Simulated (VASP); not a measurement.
# HfC (Fm-3m) in VASP: elastic constants with PBEsol

Aim: the elastic constants of HfC with PBEsol.

All numbers are computed with VASP 6.6.1; they aren't measurements. Logs are shortened: lines on timing, memory, paths and dates and some standing lists are left out, and cuts for length are marked.

## (1) The cell of the first run

The structure is cubic, space group Fm-3m (No. 225). Conventional cell: a = 4.601 Å, b = 4.601 Å, c = 4.601 Å, α = 90.00°, β = 90.00°, γ = 90.00°. Within 3.0 Å of Hf (site symmetry m-3m) lie 6 C at 2.30 Å. C (site symmetry m-3m) has 6 Hf at 2.30 Å within 3.0 Å.

## (2) Elastic constants, PBEsol

File INCAR:

```
SYSTEM = HfC
PREC = Accurate
ENCUT = 600
EDIFF = 1E-8
ISMEAR = -1
SIGMA = 0.1
LREAL = .FALSE.
LASPH = .TRUE.
NELM = 100
ALGO = Normal
ISIF = 3
LWAVE = .FALSE.
LCHARG = .TRUE.
GGA = PS
NBANDS = 14
IBRION = 6
NFREE = 2
POTIM = 0.015
NSW = 1
```

File KPOINTS:

```
regular mesh
0
G
  18 18 18
  0 0 0
```

File POSCAR:

```
HfC
1.0
    0.0000000000      2.3005187178      2.3005187178
    2.3005187178      0.0000000000      2.3005187178
    2.3005187178      2.3005187178      0.0000000000
Hf C
1 1
Direct
    0.5000000000      0.5000000000      0.5000000000
    0.0000000000      0.0000000000      0.0000000000
```

Potentials or basis: VASP PAW PBE potentials, release 64 (Hf_pv, C).

Launch:

```console
> cat potpaw_PBE.64/Hf_pv/POTCAR potpaw_PBE.64/C/POTCAR > POTCAR
> mpirun -np 1 vasp_std > vasp.out
```

OUTCAR:

```text
SYSTEM = HfC
   PREC = Accurate
   ENCUT = 600
   EDIFF = 1E-8
   ISMEAR = -1
   LREAL = .FALSE.
   LASPH = .TRUE.
   NELM = 100
   ISIF = 3
   GGA = PS
   IBRION = 6
   NFREE = 2
   POTIM = 0.015
   NSW = 1

 ion  position               nearest neighbor table
   1  0.500  0.500  0.500-   2 2.30   2 2.30   2 2.30   2 2.30   2 2.30   2 2.30
   2  0.000  0.000  0.000-   1 2.30   1 2.30   1 2.30   1 2.30   1 2.30   1 2.30

  LATTYP: Found a face centered cubic cell.
 ALAT       =     4.6010374356

  Lattice vectors:

 A1 = (   0.0000000000,   2.3005187178,   2.3005187178)
 A2 = (   2.3005187178,   0.0000000000,   2.3005187178)
 A3 = (   2.3005187178,   2.3005187178,   0.0000000000)

Analysis of symmetry for initial positions (statically):
=====================================================================
 Subroutine PRICEL returns:
 Original cell was already a primitive cell.

 Routine SETGRP: Setting up the symmetry group for a
 face centered cubic supercell.

 Subroutine GETGRP returns: Found 48 space group operations
 (whereof 48 operations were pure point group operations)
 out of a pool of 48 trial point group operations.

The static configuration has the point symmetry O_h .

Analysis of symmetry for dynamics (positions and initial velocities):
=====================================================================
 Subroutine PRICEL returns:
 Original cell was already a primitive cell.

 Routine SETGRP: Setting up the symmetry group for a
 face centered cubic supercell.

 Subroutine GETGRP returns: Found 48 space group operations
 (whereof 48 operations were pure point group operations)
 out of a pool of 48 trial point group operations.

The dynamic configuration has the point symmetry O_h .

 Subroutine INISYM returns: Found 48 space group operations
 (whereof 48 operations are pure point group operations),
 and found     1 'primitive' translations

----------------------------------------------------------------------------------------

                                     Primitive cell

  volume of cell :      24.3505

  direct lattice vectors                    reciprocal lattice vectors
     0.000000000  2.300518718  2.300518718    -0.217342287  0.217342287  0.217342287
     2.300518718  0.000000000  2.300518718     0.217342287 -0.217342287  0.217342287
     2.300518718  2.300518718  0.000000000     0.217342287  0.217342287 -0.217342287

  length of vectors
     3.253424771  3.253424771  3.253424771     0.376447884  0.376447884  0.376447884

  position of ions in fractional coordinates (direct lattice)
     0.500000000  0.500000000  0.500000000
     0.000000000  0.000000000  0.000000000

  ion indices of the primitive-cell ions
   primitive index   ion index
                 1           1
                 2           2

----------------------------------------------------------------------------------------

 KPOINTS: regular mesh

Automatic generation of k-mesh.
 Grid dimensions read from file:
 generate k-points for:   18   18   18

 Generating k-lattice:

  Cartesian coordinates                     Fractional coordinates (reciprocal lattice)
    -0.012074572  0.012074572  0.012074572     0.055555556  0.000000000  0.000000000
     0.012074572 -0.012074572  0.012074572     0.000000000  0.055555556  0.000000000
     0.012074572  0.012074572 -0.012074572     0.000000000  0.000000000  0.055555556

  Length of vectors
     0.020913771  0.020913771  0.020913771

  Shift w.r.t. Gamma in fractional coordinates (k-lattice)
     0.000000000  0.000000000  0.000000000

 Subroutine IBZKPT returns following result:
 ===========================================

 Found    195 irreducible k-points:

 Following reciprocal coordinates:
            Coordinates               Weight
  0.000000  0.000000  0.000000      1.000000
  0.055556  0.000000  0.000000      8.000000
  0.111111  0.000000  0.000000      8.000000
  0.166667  0.000000  0.000000      8.000000
  0.222222  0.000000  0.000000      8.000000
  0.277778  0.000000  0.000000      8.000000
[... 16 lines left out ...]
 -0.277778  0.055556  0.000000     24.000000
[... 37 lines left out ...]
   IALGO  =     38    algorithm
   IMIX   =      4    mixing-type and parameters
     AMIX     =   0.40;   BMIX     =  1.00
     AMIX_MAG =   1.60;   BMIX_MAG =  1.00
  volume/ion in A,a.u.               =      12.18        82.16
  Fermi-wavevector in a.u.,A,eV,Ry     =   1.361283  2.572452 25.212838  1.853091
  Thomas-Fermi vector in A             =   2.487872
   LORBIT       =      0    0 simple, 1 ext, 2 COOP (PROOUT), +10 PAW based schemes
   GGA     = PS    functional components
   LHFCALC =     F    Hartree Fock is set to
   AEXX    =    0.0000 exact exchange contribution
   IVDW    =     0    specifies the selected vdW correction
   LEPSILON=     F    determine dielectric tensor
   LRPA    =     F    only Hartree local field effects (RPA)
 finite differences with symmetry
 non-spin polarized calculation
  energy-cutoff  :      600.00
  volume of cell :       24.35
 maximum number of plane-waves:       869
 NGX is ok and might be reduce to    28
   NGX = 13   NGY = 13   NGZ = 13

--------------------------------------- Ionic step        1  -------------------------------------------

 number of electron      13.9999999 magnetization

 Free energy of the ion-electron system (eV)
  ---------------------------------------------------
  ext. energy  EPLUGINS =         0.00000000
  ---------------------------------------------------
  free energy    TOTEN  =       -22.20131429 eV

  energy without entropy =      -22.19185663  energy(sigma->0) =      -22.19658546

------------------------ aborting loop because EDIFF is reached ----------------------------------------

  FORCE on cell =-STRESS in cart. coord.  units (eV):
  Direction    XX          YY          ZZ          XY          YZ          ZX
  --------------------------------------------------------------------------------------
  -------------------------------------------------------------------------------------
  Total        0.0921821      0.0921821      0.0921821      0.0000000      0.0000000      0.0000000
  in kB        6.0652676      6.0652676      6.0652676      0.0000000      0.0000000      0.0000000
  external PRESSURE =       6.0652676 kB  Pullay stress =       0.0000000 kB
[... 89 lines left out ...]
  FREE ENERGIE OF THE ION-ELECTRON SYSTEM (eV)
  ---------------------------------------------------
  free  energy   TOTEN  =       -22.1898851627 eV

  energy  without entropy=      -22.1804413071  energy(sigma->0) =      -22.18516323

[... ionic steps 4 to 14 ...]

--------------------------------------- Ionic step       15  -------------------------------------------

 number of electron      14.0000000 magnetization

------------------------ aborting loop because EDIFF is reached ----------------------------------------
[... 67 lines left out ...]
--------------------------------------- Ionic step       17  -------------------------------------------

 number of electron      13.9999999 magnetization

 Free energy of the ion-electron system (eV)
  ---------------------------------------------------
  ext. energy  EPLUGINS =         0.00000000
  ---------------------------------------------------
  free energy    TOTEN  =       -22.20034614 eV

  energy without entropy =      -22.19089311  energy(sigma->0) =      -22.19561963

 E-fermi :   6.0466     XC(G=0): -12.5775

 val. band max:        6.0288847076   @ k =   0.0000   0.1111   0.0556
 cond. band min:       6.0617016992   @ k =   0.0000   0.5000   0.4444
 fundamental gap:      0.0328169916
 Fermi energy:         6.0466399078

 k-point     1 :       0.0000    0.0000    0.0000
  band No.  band energies     occupation
      1     -23.2944      2.00000
      2     -23.2944      2.00000
      3     -23.2944      2.00000
      4      -6.3991      2.00000
      5       7.0666      0.00007
      6       7.0666      0.00007
      7       7.0881      0.00006
      8       7.4044      0.00000
      9       7.4330      0.00000
     10       7.4330      0.00000
     11       9.5138      0.00000
     12       9.5221      0.00000
     13      13.2611      0.00000
     14      17.0895      0.00000
[... 377 lines left out ...]
      1     -23.6743      2.00000
      2     -23.3582      2.00000
      3     -23.3210      2.00000
      4      -4.9402      2.00000
      5       3.0348      2.00000
      6       4.1542      2.00000
      7       4.4434      2.00000
      8       8.7123      0.00000
      9       8.9527      0.00000
     10       9.7220      0.00000
     11      12.8648      0.00000
     12      14.3272      0.00000
     13      15.4973      0.00000
     14      20.0042      0.00000

 [... further k-points ...]
[... 5 lines left out ...]
  --------------------------------------------------------------------------------------
  -------------------------------------------------------------------------------------
  Total        0.1032778      0.0916017      0.0916017      0.0000000     -0.0000000     -0.0000000
  in kB        6.7953240      6.0270766      6.0270766      0.0000000     -0.0000000     -0.0000000
  external PRESSURE =       6.2831591 kB  Pullay stress =       0.0000000 kB
[... 17 lines left out ...]
  FREE ENERGIE OF THE ION-ELECTRON SYSTEM (eV)
  ---------------------------------------------------
  free  energy   TOTEN  =       -22.2003461441 eV

  energy  without entropy=      -22.1908931113  energy(sigma->0) =      -22.19561963

 INTERNAL STRAIN TENSORS FROM STRAINED CELLS
 ============================================

 INTERNAL STRAIN TENSOR FOR ION    1 for displacements in x,y,z  (eV/Angst):
          X           Y           Z          XY          YZ          ZX
  --------------------------------------------------------------------------------
  x     0.00000    -0.00000    -0.00000    -0.00000    -0.00000     0.00000
  y     0.00000    -0.00000     0.00000     0.00000     0.00000     0.00000
  z     0.00000     0.00000    -0.00000     0.00000     0.00000     0.00000

 INTERNAL STRAIN TENSORS FROM DISPLACED ATOMS
 ============================================

 INTERNAL STRAIN TENSOR FOR ION    1 for displacements in x,y,z  (eV/Angst):
          X           Y           Z          XY          YZ          ZX
  --------------------------------------------------------------------------------
  x     0.00000     0.00000     0.00000     0.00000     0.00000     0.00000
  y     0.00000     0.00000     0.00000     0.00000     0.00000     0.00000
  z     0.00000     0.00000     0.00000     0.00000     0.00000     0.00000

 INTERNAL STRAIN TENSOR FOR ION    2 for displacements in x,y,z  (eV/Angst):
          X           Y           Z          XY          YZ          ZX
  --------------------------------------------------------------------------------
  x     0.00000     0.00000     0.00000     0.00000     0.00000     0.00000
  y     0.00000     0.00000     0.00000     0.00000     0.00000     0.00000
  z     0.00000     0.00000     0.00000     0.00000     0.00000     0.00000

 Eigenvectors and eigenvalues of the dynamical matrix
 ----------------------------------------------------

   1 f  =   13.670260 THz    85.892779 2PiTHz  455.990801 cm-1    56.535628 meV
             X         Y         Z           dx          dy          dz
      2.300519  2.300519  2.300519     0.000000    0.251113    0.000000
      0.000000  0.000000  0.000000     0.000000   -0.967958    0.000000
[... 21 lines left out ...]
   6 f/i=    0.000228 THz     0.001432 2PiTHz    0.007603 cm-1     0.000943 meV
             X         Y         Z           dx          dy          dz
      2.300519  2.300519  2.300519     0.000000    0.000000    0.967958
      0.000000  0.000000  0.000000     0.000000    0.000000    0.251113

--------------------------------------------------------------------------------------------------------

 ELASTIC MODULI CONTR FROM IONIC RELAXATION (kBar)
 Direction    XX          YY          ZZ          XY          YZ          ZX
 --------------------------------------------------------------------------------
 XX           0.0000      0.0000      0.0000      0.0000      0.0000      0.0000
 YY           0.0000      0.0000      0.0000      0.0000      0.0000      0.0000
 ZZ           0.0000      0.0000      0.0000      0.0000      0.0000      0.0000
 XY           0.0000      0.0000      0.0000      0.0000      0.0000      0.0000
 YZ           0.0000      0.0000      0.0000      0.0000      0.0000      0.0000
 ZX           0.0000      0.0000      0.0000      0.0000      0.0000      0.0000
 --------------------------------------------------------------------------------

 TOTAL ELASTIC MODULI (kBar)
 Direction    XX          YY          ZZ          XY          YZ          ZX
 --------------------------------------------------------------------------------
 XX        5579.6121   1060.3037   1060.3037      0.0000     -0.0000      0.0000
 YY        1060.3037   5579.6121   1060.3037      0.0000      0.0000     -0.0000
 ZZ        1060.3037   1060.3037   5579.6121      0.0000      0.0000      0.0000
 XY           0.0000      0.0000      0.0000   1748.6472      0.0000      0.0000
 YZ          -0.0000      0.0000      0.0000      0.0000   1748.6472      0.0000
 ZX           0.0000     -0.0000      0.0000      0.0000      0.0000   1748.6472
 --------------------------------------------------------------------------------
```

Wall time 45 min (1 thread of Intel Xeon Platinum 8488C (Sapphire Rapids), shared host); peak memory 1.1 GiB.

What came out:

```
Elastic constants C11, C12, C44                         : 558, 106, 175 GPa
Voigt bulk modulus                                      : 257 GPa
Highest phonon frequency at Γ, LO-TO splitting left out : 456 cm⁻¹
```

Phonon frequencies in cm⁻¹ (negative: imaginary):
```
              q point        frequencies
(0.000, 0.000, 0.000)  0 0 0 456 456 456
```

Elastic tensor in Voigt notation (GPa, in the Cartesian axes of the cell as first typed):
```
558 106 106   0   0   0
106 558 106   0   0   0
106 106 558   0   0   0
  0   0   0 175   0   0
  0   0   0   0 175   0
  0   0   0   0   0 175
```

Clamped-ion elastic tensor (GPa):
```
558 106 106   0   0   0
106 558 106   0   0   0
106 106 558   0   0   0
  0   0   0 175   0   0
  0   0   0   0 175   0
  0   0   0   0   0 175
```

Caveat: the PAW data sets were made with another functional, which shifts forces and pressure a little; spin-orbit coupling is left out, which moves the levels of the heavy elements.
